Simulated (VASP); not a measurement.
Input of a VASP 6.6.1 run:

INCAR

```
PREC = Accurate ; ENCUT = 520
EDIFF = 1E-6 ; ISMEAR = -1
SIGMA = 0.1 ; LREAL = False
LASPH = True ; NELM = 150
ALGO = Normal ; ISIF = 2
LWAVE = False ; LCHARG = False
MAGMOM = 0 0 0 0 0 0 0 0 0 ; LORBIT = 11
LSORBIT = True ; GGA_COMPAT = False
LORBMOM = True ; LMAXMIX = 4
GGA = CA ; NBANDS = 41
```

The input KPOINTS:

```
regular mesh
0
Gamma
  7 7 6
```

The input POSCAR:

```
SrBRh
1.0
    3.8347502600      0.0000000000      0.0000000000
   -1.9173751300      3.3209911500      0.0000000000
    0.0000000000      0.0000000000      3.8307234400
Sr B Rh
1 1 1
Direct
    0.6666666700      0.3333333300      0.5000000000
    0.3333333300      0.6666666700      0.0000000000
    0.0000000000      0.0000000000      0.0000000000
```

Potentials or basis: VASP PAW LDA potentials, release 64 (Sr_sv, B, Rh_pv).

The run is started by

```console
$ cat potpaw_LDA.64/Sr_sv/POTCAR potpaw_LDA.64/B/POTCAR potpaw_LDA.64/Rh_pv/POTCAR > POTCAR
$ mpirun -np 1 vasp_ncl > vasp.out
```

(1) Predict the pressure.

(2) Estimate the net moment.

## Answers

(1) 4.4 GPa.

(2) 0.00 μB per cell.

Caveat: the stress differs along the axes, from -3 to 20 GPa.
